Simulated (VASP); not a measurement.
Here is a VASP 6.6.1 calculation.

File INCAR:

```
SYSTEM = Ir
  ALGO = Normal
  EDIFF = 1E-7
  ENCUT = 520
  GGA = PE
  ISIF = 2
  ISMEAR = -1
  LASPH = .TRUE.
  LCHARG = .FALSE.
  LREAL = .FALSE.
  LWAVE = .FALSE.
  NBANDS = 10
  NELM = 80
  PREC = Accurate
  SIGMA = 0.05
```

KPOINTS

```
k-points
0
G
  12 12 12
  0 0 0
```

The input POSCAR:

```
Ir
1.0
    0.0000000000      1.9156000000      1.9156000000
    1.9539120000      0.0000000000      1.9156000000
    1.9539120000      1.9156000000      0.0000000000
Ir
1
Direct
    0.0000000000      0.0000000000      0.0000000000
```

Potentials or basis: VASP PAW PBE potentials, release 64 (Ir).

Command:

```sh
$ cat potpaw_PBE.64/Ir/POTCAR > POTCAR
$ mpirun -np 1 vasp_std > vasp.out
```

Q: Predict the pressure.

A: 4.1 GPa.

Stress tensor (GPa, compression positive):
```
-0.95  0.00  0.00
 0.00  6.69  0.00
 0.00  0.00  6.69
```
